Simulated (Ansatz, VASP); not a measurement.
# Two plane-wave programs on Ti5Si

```
CELL_PARAMETERS angstrom
2.49016 1.43769 4.39858
-2.49016 1.43769 4.39858
0.00000 -2.87539 4.39858
ATOMIC_POSITIONS crystal
Ti 0.15127 0.15127 0.15127
Ti 0.60460 0.39540 0.00000
Ti 0.00000 0.60460 0.39540
Ti 0.84873 0.84873 0.84873
Ti 0.39540 0.00000 0.60460
Si 0.50000 0.50000 0.50000
```

Alike in both runs: functional PBEsol; k mesh 6 × 6 × 6; occupations gaussian, width 0.1 eV; no spin polarisation.

Ansatz relaxed the structure, and its values are those at the end. VASP's run is a single point on that final structure, the one shown.

|  | VASP | Ansatz |
| --- | --- | --- |
| version | VASP 6.6.1 | Ansatz 0.2.0 |
| potentials or method | VASP PAW PBE potentials, release 64 (Ti_sv, Si), cutoff 520 eV | scalar-relativistic, plane waves, PAW |
| valence electrons in the cell | 64 | 64 |

```tsv
	VASP	Ansatz	Ansatz less VASP
gap on the k mesh at the Fermi level (eV)	none	none	-
pressure (GPa)	-0.1	0.0	+0.15
```

VASP's potentials were made for PBE, not for PBEsol. A gap of «none» marks a metal or a gap that the smearing closes.
